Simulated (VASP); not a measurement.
Write the native input for VASP 6.6.1 that does the following.

- Task: single point
- Functional: LDA
- Potentials or basis: VASP PAW LDA potentials, release 64 (Ta_pv, Sb)
- Cutoff: 520 eV
- k mesh: 13 × 13 × 13
- Occupations: fermi-dirac, width 0.05 eV
- Spin: no spin polarisation
- Dipole correction: no
- k mesh for the DOS: 20 × 20 × 20
- Occupations for the DOS: tetrahedron
- Further INCAR settings: ALGO = Normal; EDIFF = 1e-07

Crystal: TaSb (rocksalt type).

```
CELL_PARAMETERS angstrom
0.00000 2.04151 2.04151
2.04151 0.00000 2.04151
2.04151 2.04151 0.00000
ATOMIC_POSITIONS crystal
Ta 0.00000 0.00000 0.00000
Sb 0.50000 0.50000 0.50000
```

The input as run:

POSCAR

```
TaSb
1.0
    0.0000000000      2.0415089745      2.0415089745
    2.0415089745      0.0000000000      2.0415089745
    2.0415089745      2.0415089745      0.0000000000
Ta Sb
1 1
Direct
    0.0000000000      0.0000000000      0.0000000000
    0.5000000000      0.5000000000      0.5000000000
```

INCAR.step1

```
PREC = Accurate
ENCUT = 520
EDIFF = 1E-7
ISMEAR = -1
SIGMA = 0.05
LREAL = F
LASPH = T
NELM = 100
ALGO = Normal
ISIF = 2
LWAVE = F
LCHARG = T
LMAXMIX = 4
NBANDS = 15
```

KPOINTS.step1

```
regular mesh
0
Gamma
  13 13 13
```

INCAR.step2

```
PREC = Accurate
ENCUT = 520
EDIFF = 1E-7
ISMEAR = -5
SIGMA = 0.05
LREAL = F
LASPH = T
NELM = 100
ALGO = Normal
ISIF = 2
LWAVE = F
LCHARG = F
LMAXMIX = 4
LORBIT = 11
NEDOS = 1001
ICHARG = 11
```

KPOINTS.step2

```
regular mesh
0
Gamma
  20 20 20
```

Potentials or basis: VASP PAW LDA potentials, release 64 (Ta_pv, Sb).

Run with:

```bash
$ cat potpaw_LDA.64/Ta_pv/POTCAR potpaw_LDA.64/Sb/POTCAR > POTCAR
$ cp INCAR.step1 INCAR
$ cp KPOINTS.step1 KPOINTS
$ mpirun -np 1 vasp_std > vasp.out
$ cp INCAR.step2 INCAR
$ cp KPOINTS.step2 KPOINTS
$ mpirun -np 1 vasp_std > vasp.out
```

It took 54 s on 1 thread of Intel Xeon 8259CL, on a shared host, peak memory 0.18 GiB.
